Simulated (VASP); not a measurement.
Input of a VASP 6.6.1 run:

INCAR

```
PREC = Accurate
ENCUT = 520
EDIFF = 1E-7
ISMEAR = 0
SIGMA = 0.05
LREAL = False
LASPH = True
NELM = 100
ALGO = Normal
ISIF = 2
LWAVE = False
LCHARG = False
GGA = PE
NBANDS = 14
```

KPOINTS

```
Automatic mesh
0
Gamma
  8 8 8
```

File POSCAR:

```
NaCl
1.0
    0.0000000000      2.8317500000      2.9450200000
    2.8317500000      0.0000000000      2.9450200000
    2.8317500000      2.8317500000      0.0000000000
Na Cl
1 1
Direct
    0.0000000000      0.0000000000      0.0000000000
    0.5000000000      0.5000000000      0.5000000000
```

Potentials or basis: VASP PAW PBE potentials, release 64 (Na_pv, Cl).

The run is started by

```bash
$ cat potpaw_PBE.64/Na_pv/POTCAR potpaw_PBE.64/Cl/POTCAR > POTCAR
$ mpirun -np 1 vasp_std > vasp.out
```

Task: Estimate the pressure.

Result: -0.4 GPa.

Task: What does it give for the band gap on the k mesh?

Result: 4.90 eV.

Stress tensor (GPa, compression positive):
```
-0.07  0.00  0.00
 0.00 -0.07  0.00
 0.00  0.00 -1.20
```

Caveat: the cell differs from its parent crystal (strain +0.000 along x and y, +0.040 along z). A k mesh can miss the band edges.
